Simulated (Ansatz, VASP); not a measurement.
**One calculation of SiGe3, two programs**

```
CELL_PARAMETERS angstrom
4.01263 0.00000 0.00000
0.00000 4.01263 0.00000
0.00000 0.00000 5.67978
ATOMIC_POSITIONS crystal
Si 0.50000 0.50000 0.50000
Ge 0.00000 0.00000 0.00000
Ge 0.50000 0.00000 0.74354
Ge 0.00000 0.50000 0.25646
```

Alike in both runs: functional PBE; k mesh 10 × 10 × 6; occupations gaussian, width 0.01 eV; no spin polarisation.

Ansatz relaxed the structure, and its values are those at the end. VASP's run is a single point on that final structure, the one shown.

```csv
,VASP,Ansatz
version,VASP 6.6.1,Ansatz 0.2.0
potentials or method,"VASP PAW PBE potentials, release 64 (Si, Ge_d), cutoff 520 eV","scalar-relativistic, plane waves, PAW"
valence electrons in the cell,46,46
```

```tsv
	VASP	Ansatz	Ansatz less VASP
gap on the k mesh at the Fermi level (eV)	0.16	0.16	-0.003
least direct gap on the mesh (eV)	0.41	0.40	-0.004
pressure (GPa)	0.0	0.0	+0.05
```

With one functional, cell and mesh, what is left measures potentials, basis and numerics.
